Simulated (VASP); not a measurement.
# CuAu (P4/mmm) in VASP: notebook

CuAu is run at these levels: r2SCAN, HSE06; tasks: single point.

All numbers are computed with VASP 6.6.1; they aren't measurements. Logs are shortened: lines on timing, memory, paths and dates and some standing lists are left out, and cuts for length are marked.

## (1) The cell of the first run

It takes space group P4/mmm (No. 123, tetragonal). The conventional cell has a = 2.792 Å, b = 2.792 Å, c = 3.660 Å, α = 90.00°, β = 90.00°, γ = 90.00°. Au (site symmetry 4/mmm) has 8 Cu at 2.69 Å and 4 Au at 2.79 Å within 3.5 Å. Cu (site symmetry 4/mmm) has 8 Au at 2.69 Å and 4 Cu at 2.79 Å within 3.5 Å.

## (2) Single point, r2SCAN

Input file POSCAR:

```
CuAu
1.0
    2.7918847965      0.0000000000      0.0000000000
    0.0000000000      2.7918847965      0.0000000000
    0.0000000000      0.0000000000      3.6602677112
Au Cu
1 1
Direct
    0.0000000000      0.0000000000      0.0000000000
    0.5000000000      0.5000000000      0.5000000000
```

Input file INCAR.step1:

```
  PREC = Accurate
  ENCUT = 900
  ISMEAR = -1
  SIGMA = 0.05
  LREAL = F
  LASPH = T
  NELM = 120
  NBANDS = 26
  GGA = PE
  ALGO = Normal
  EDIFF = 1E-5
  LWAVE = T
  LCHARG = F
  GGA_COMPAT = F
```

Input file INCAR.step2:

```
  PREC = Accurate
  ENCUT = 900
  EDIFF = 1E-6
  ISMEAR = -1
  SIGMA = 0.05
  LREAL = F
  LASPH = T
  NELM = 120
  ALGO = Normal
  ISIF = 2
  LWAVE = F
  LCHARG = F
  METAGGA = R2SCAN
  LMIXTAU = T
  NBANDS = 26
  ISTART = 1
  GGA_COMPAT = F
```

Input file KPOINTS:

```
regular mesh
0
Gamma
  9 9 7
```

Potentials or basis: VASP PAW PBE potentials, release 64 (Au_sv_GW, Cu_sv_GW).

The run is started by

```
cat potpaw_PBE.64/Au_sv_GW/POTCAR potpaw_PBE.64/Cu_sv_GW/POTCAR > POTCAR
cp INCAR.step1 INCAR
mpirun -np 1 vasp_std > vasp.out
cp INCAR.step2 INCAR
mpirun -np 1 vasp_std > vasp.out
```

OUTCAR:

```text
PREC = Accurate
   ENCUT = 900
   EDIFF = 1E-6
   ISMEAR = -1
   LREAL = F
   LASPH = T
   NELM = 120
   ISIF = 2
   METAGGA = R2SCAN
   ISTART = 1

 ion  position               nearest neighbor table
   1  0.000  0.000  0.000-   2 2.69   2 2.69   2 2.69   2 2.69   2 2.69   2 2.69   2 2.69   2 2.69

   2  0.500  0.500  0.500-   1 2.69   1 2.69   1 2.69   1 2.69   1 2.69   1 2.69   1 2.69   1 2.69

  LATTYP: Found a simple tetragonal cell.
 ALAT       =     2.7918847965
 C/A-ratio  =     1.3110382333

  Lattice vectors:

 A1 = (   2.7918847965,   0.0000000000,   0.0000000000)
 A2 = (   0.0000000000,   2.7918847965,   0.0000000000)
 A3 = (   0.0000000000,   0.0000000000,   3.6602677112)

Analysis of symmetry for initial positions (statically):
=====================================================================
 Subroutine PRICEL returns:
 Original cell was already a primitive cell.

 Routine SETGRP: Setting up the symmetry group for a
 simple tetragonal supercell.

 Subroutine GETGRP returns: Found 16 space group operations
 (whereof 16 operations were pure point group operations)
 out of a pool of 16 trial point group operations.

The static configuration has the point symmetry D_4h.

Analysis of symmetry for dynamics (positions and initial velocities):
=====================================================================
 Subroutine PRICEL returns:
 Original cell was already a primitive cell.

 Routine SETGRP: Setting up the symmetry group for a
 simple tetragonal supercell.

 Subroutine GETGRP returns: Found 16 space group operations
 (whereof 16 operations were pure point group operations)
 out of a pool of 16 trial point group operations.

The dynamic configuration has the point symmetry D_4h.

 Subroutine INISYM returns: Found 16 space group operations
 (whereof 16 operations are pure point group operations),
 and found     1 'primitive' translations

----------------------------------------------------------------------------------------

                                     Primitive cell

  volume of cell :      28.5304

  direct lattice vectors                    reciprocal lattice vectors
     2.791884797  0.000000000  0.000000000     0.358180968  0.000000000  0.000000000
     0.000000000  2.791884797  0.000000000     0.000000000  0.358180968  0.000000000
     0.000000000  0.000000000  3.660267711     0.000000000  0.000000000  0.273204060

  length of vectors
     2.791884797  2.791884797  3.660267711     0.358180968  0.358180968  0.273204060

  position of ions in fractional coordinates (direct lattice)
     0.000000000  0.000000000  0.000000000
     0.500000000  0.500000000  0.500000000

  ion indices of the primitive-cell ions
   primitive index   ion index
                 1           1
                 2           2

----------------------------------------------------------------------------------------

 KPOINTS: regular mesh

Automatic generation of k-mesh.
 Grid dimensions read from file:
 generate k-points for:    9    9    7

 Generating k-lattice:

  Cartesian coordinates                     Fractional coordinates (reciprocal lattice)
     0.039797885  0.000000000  0.000000000     0.111111111  0.000000000  0.000000000
     0.000000000  0.039797885  0.000000000     0.000000000  0.111111111  0.000000000
     0.000000000  0.000000000  0.039029151     0.000000000  0.000000000  0.142857143

  Length of vectors
     0.039797885  0.039797885  0.039029151

  Shift w.r.t. Gamma in fractional coordinates (k-lattice)
     0.000000000  0.000000000  0.000000000

 Subroutine IBZKPT returns following result:
 ===========================================

 Found     60 irreducible k-points:

 Following reciprocal coordinates:
            Coordinates               Weight
  0.000000  0.000000  0.000000      1.000000
  0.111111  0.000000  0.000000      4.000000
  0.222222  0.000000  0.000000      4.000000
  0.333333  0.000000  0.000000      4.000000
  0.444444  0.000000  0.000000      4.000000
  0.111111  0.111111  0.000000      4.000000
[... 16 lines left out ...]
  0.333333  0.111111  0.142857     16.000000
  0.444444  0.111111  0.142857     16.000000
 [... further k-points ...]
   k-points           NKPTS =     60   k-points in BZ     NKDIM =     60   number of bands    NBANDS=     26
   number of dos      NEDOS =    301   number of ions     NIONS =      2
   total plane-waves  NPLWV =  28224
   dimension x,y,z NGX =    28 NGY =   28 NGZ =   36
   dimension x,y,z NGXF=    56 NGYF=   56 NGZF=   72
   ions per type =               1   1
   NGX,Y,Z   is equivalent  to a cutoff of  16.67, 16.67, 16.35 a.u.
   NGXF,Y,Z  is equivalent  to a cutoff of  33.35, 33.35, 32.70 a.u.
 SYSTEM =  unknown system
   PREC   = accura    normal or accurate (medium, high low for compatibility)
   ISTART =      1    job   : 0-new  1-cont  2-samecut
   ICHARG =      0    charge: 1-file 2-atom 10-const
   ISPIN  =      1    spin polarized calculation?
   LNONCOLLINEAR =      F non collinear calculations
   LSORBIT =      F    spin-orbit coupling
   LASPH  =      T    aspherical Exc in radial PAW
   ENCUT  =  900.0 eV  66.15 Ry    8.13 a.u.   6.83  6.83  8.95*2*pi/ulx,y,z
   NELM   =    120;   NELMIN=  2; NELMDL=  0     # of ELM steps
   EDIFF  = 0.1E-05   stopping-criterion for ELM
   LREAL  =      F    real-space projection
   EDIFFG = 0.1E-04   stopping-criterion for IOM
   NSW    =      0    number of steps for IOM
   IBRION =     -1    ionic relax: 0-MD 1-quasi-New 2-CG
   NFREE  =      0    steps in history (QN), initial steepest desc. (CG)
   ISIF   =      2    stress and relaxation
   ISYM   =      2    0-nonsym 1-usesym 2-fastsym
   POTIM  = 0.5000    time-step for ionic-motion
   TEBEG  =    0.0;   TEEND  =   0.0 temperature during run
   PSTRESS=    0.0 pullay stress
   NELECT =      38.0000    total number of electrons
   NUPDOWN=      -1.0000    fix difference up-down
   EMIN   =  10.00;   EMAX   =-10.00  energy-range for DOS
   EFERMI =   0.00;   METHOD = LEGACY
   ISMEAR =    -1;   SIGMA  =   0.05  broadening in eV -4-tet -1-fermi 0-gaus
   EFERMI_NEDOS =   21; number of points for ismear=-14 and -15
   IALGO  =     38    algorithm
   IMIX   =      4    mixing-type and parameters
     AMIX     =   0.40;   BMIX     =  1.00
     AMIX_MAG =   1.60;   BMIX_MAG =  1.00
  volume/ion in A,a.u.               =      14.27        96.27
  Fermi-wavevector in a.u.,A,eV,Ry     =   1.801220  3.403812 44.142651  3.244393
  Thomas-Fermi vector in A             =   2.861787
   LORBIT       =      0    0 simple, 1 ext, 2 COOP (PROOUT), +10 PAW based schemes
   METAGGA = R2SCAN    functional components
   LHFCALC =     F    Hartree Fock is set to
   AEXX    =    0.0000 exact exchange contribution
   IVDW    =     0    specifies the selected vdW correction
   LEPSILON=     F    determine dielectric tensor
   LRPA    =     F    only Hartree local field effects (RPA)
 non-spin polarized calculation
  energy-cutoff  :      900.00
  volume of cell :       28.53
 maximum number of plane-waves:      1769
 NGX is ok and might be reduce to    28
   NGX = 13   NGY = 13   NGZ = 17

 number of electron      37.9999993 magnetization

 Free energy of the ion-electron system (eV)
  ---------------------------------------------------
  ext. energy  EPLUGINS =         0.00000000
  ---------------------------------------------------
  free energy    TOTEN  =       -60.90887896 eV

  energy without entropy =      -60.90515010  energy(sigma->0) =      -60.90701453

 E-fermi :   8.4450     XC(G=0): -14.4214

 val. band max:        8.3857303054   @ k =   0.1111   0.1111   0.2857
 cond. band min:       8.4674959608   @ k =   0.3333   0.1111   0.4286
 fundamental gap:      0.0817656554
 Fermi energy:         8.4450320042

 k-point     1 :       0.0000    0.0000    0.0000
  band No.  band energies     occupation
      1    -107.6937      2.00000
      2     -99.9977      2.00000
      3     -63.5504      2.00000
      4     -63.5383      2.00000
      5     -63.5383      2.00000
      6     -50.6925      2.00000
[... 18 lines left out ...]
     25      26.3577      0.00000
     26      26.5747      0.00000

 k-point     2 :       0.1111    0.0000    0.0000
  band No.  band energies     occupation
      1    -107.6935      2.00000
      2     -99.9968      2.00000
      3     -63.5501      2.00000
      4     -63.5405      2.00000
      5     -63.5380      2.00000
      6     -50.6907      2.00000
[... 18 lines left out ...]
     25      26.6774      0.00000
     26      28.8289      0.00000

 k-point     3 :       0.2222    0.0000    0.0000
  band No.  band energies     occupation
      1    -107.6931      2.00000
      2     -99.9946      2.00000
      3     -63.5496      2.00000
      4     -63.5463      2.00000
      5     -63.5376      2.00000
      6     -50.6985      2.00000
[... 18 lines left out ...]
     25      25.9585      0.00000
     26      28.1388      0.00000

 k-point     4 :       0.3333    0.0000    0.0000
  band No.  band energies     occupation
      1    -107.6927      2.00000
      2     -99.9920      2.00000
      3     -63.5529      2.00000
      4     -63.5489      2.00000
      5     -63.5370      2.00000
      6     -50.7598      2.00000
[... 18 lines left out ...]
     25      23.6954      0.00000
     26      26.7374      0.00000
[... 496 lines left out ...]
      1    -107.6930      2.00000
      2     -99.9937      2.00000
      3     -63.5494      2.00000
      4     -63.5461      2.00000
      5     -63.5399      2.00000
      6     -50.6966      2.00000
[... 18 lines left out ...]
     25      27.0013      0.00000
     26      28.0444      0.00000

 k-point    23 :       0.3333    0.1111    0.1429
  band No.  band energies     occupation
      1    -107.6926      2.00000
      2     -99.9911      2.00000
      3     -63.5528      2.00000
      4     -63.5488      2.00000
      5     -63.5394      2.00000
      6     -50.7577      2.00000
[... 18 lines left out ...]
     25      26.3068      0.00000
     26      26.9479      0.00000

 k-point    24 :       0.4444    0.1111    0.1429
  band No.  band energies     occupation
      1    -107.6923      2.00000
      2     -99.9894      2.00000
      3     -63.5571      2.00000
      4     -63.5484      2.00000
      5     -63.5390      2.00000
      6     -50.7974      2.00000
[... 18 lines left out ...]
     25      24.3388      0.00000
     26      25.0419      0.00000

 [... further k-points ...]

------------------------ aborting loop because EDIFF is reached ----------------------------------------

  FORCE on cell =-STRESS in cart. coord.  units (eV):
  Direction    XX          YY          ZZ          XY          YZ          ZX
  --------------------------------------------------------------------------------------
  -------------------------------------------------------------------------------------
  Total        0.5450282      0.5450282      0.3530530      0.0000000      0.0000000     -0.0000000
  in kB       30.6070694     30.6070694     19.8263441      0.0000000      0.0000000     -0.0000000
  external PRESSURE =      27.0134943 kB  Pullay stress =       0.0000000 kB

 VOLUME and BASIS-vectors are now :
 -----------------------------------------------------------------------------
  energy-cutoff  :      900.00
  volume of cell :       28.53
      direct lattice vectors                 reciprocal lattice vectors
     2.791884797  0.000000000  0.000000000     0.358180968  0.000000000  0.000000000
     0.000000000  2.791884797  0.000000000     0.000000000  0.358180968  0.000000000
     0.000000000  0.000000000  3.660267711     0.000000000  0.000000000  0.273204060

 POSITION                                       TOTAL-FORCE (eV/Angst)
 -----------------------------------------------------------------------------------
      0.00000      0.00000      0.00000         0.000000      0.000000      0.000000
      1.39594      1.39594      1.83013         0.000000      0.000000      0.000000
 -----------------------------------------------------------------------------------
    total drift:                                0.000000      0.000000      0.000000

  FREE ENERGIE OF THE ION-ELECTRON SYSTEM (eV)
  ---------------------------------------------------
  free  energy   TOTEN  =       -60.9088789609 eV

  energy  without entropy=      -60.9051500994  energy(sigma->0) =      -60.90701453
```

Wall time 3.7 min (1 thread of Intel Xeon Platinum 8488C (Sapphire Rapids), shared host); peak memory 0.28 GiB.

Results:

```yaml
Free_energy: -60.9089 eV
Pressure: 2.7 GPa
Band_gap_on_the_k_mesh: zero (bands 19 and 20 overlap by 5.76 eV)
```

Caveat: the PAW data sets were made with another functional, which shifts forces and pressure a little; spin-orbit coupling is left out, which moves the levels of the heavy elements.

## (3) Single point, HSE06

This run uses another cell than the first one, of 15.14 Å³/atom.

Input file POSCAR:

```
CuAu
1.0
    2.8477372423      0.0000000000      0.0000000000
    0.0000000000      2.8477372423      0.0000000000
    0.0000000000      0.0000000000      3.7334924031
Au Cu
1 1
Direct
    0.0000000000      0.0000000000      0.0000000000
    0.5000000000      0.5000000000      0.5000000000
```

Input file INCAR.step1:

```
  PREC = Accurate
  ENCUT = 520
  EDIFF = 1E-5
  ISMEAR = -1
  SIGMA = 0.05
  LREAL = F
  LASPH = T
  NELM = 60
  ALGO = Normal
  ISIF = 2
  LWAVE = T
  LCHARG = F
  GGA = PE
  NBANDS = 18
```

Input file INCAR.step2:

```
  PREC = Accurate
  ENCUT = 520
  EDIFF = 1E-6
  ISMEAR = -1
  SIGMA = 0.05
  LREAL = F
  LASPH = T
  NELM = 60
  ALGO = Normal
  ISIF = 2
  LWAVE = F
  LCHARG = F
  GGA = PE
  LHFCALC = T
  HFSCREEN = 0.2079
  PRECFOCK = Normal
  ISTART = 1
  NBANDS = 18
```

Input file KPOINTS:

```
regular mesh
0
Gamma
  6 6 4
```

Potentials or basis: VASP PAW PBE potentials, release 64 (Au, Cu).

The run is started by

```
cat potpaw_PBE.64/Au/POTCAR potpaw_PBE.64/Cu/POTCAR > POTCAR
cp INCAR.step1 INCAR
mpirun -np 1 vasp_std > vasp.out
cp INCAR.step2 INCAR
mpirun -np 1 vasp_std > vasp.out
```

It took 25 min on 1 thread of Intel Xeon 6975P-C (Granite Rapids), shared host; peak memory 0.27 GiB.

Results (log left out):

| Property | Result |
| --- | --- |
| Free energy | -7.1923 eV |
| Pressure | -2.6 GPa |
| Band gap on the k mesh | zero (bands 11 and 12 overlap by 9.18 eV) |

Stress tensor (GPa, compression positive):
```
-1.78  0.00  0.00
 0.00 -1.78  0.00
 0.00  0.00 -4.23
```

Levels at points of the mesh, in eV from the Fermi level:
```tsv
k point	band 8	band 9	band 10	band 11	band 12	band 13	band 14	band 15
(0.00, 0.00, 0.00)	-3.25	-2.69	-2.35	-2.35	2.75	8.91	11.05	11.05
(0.50, 0.00, 0.00)	-4.02	-3.46	-3.20	-1.40	-0.27	10.36	10.42	12.28
(0.50, 0.50, 0.00)	-2.29	-2.26	-2.26	1.19	1.19	5.82	7.76	11.26
(0.00, 0.00, 0.50)	-3.57	-3.33	-3.33	-3.28	-3.05	15.44	15.61	15.61
(0.50, 0.00, 0.50)	-2.69	-2.53	-2.46	-0.83	-0.72	3.10	5.11	16.99
(0.50, 0.50, 0.50)	-3.24	-2.73	-2.30	6.14	6.14	6.53	7.05	7.59
```

Caveat: the k points lie up to 0.42 Å⁻¹ apart, too coarse for converged energies and pressures of a metal; the PAW data sets were made with another functional, which shifts forces and pressure a little; spin-orbit coupling is left out, which moves the levels of the heavy elements.

The gap in the log of VASP goes by the Fermi energy; the results here count the filled bands.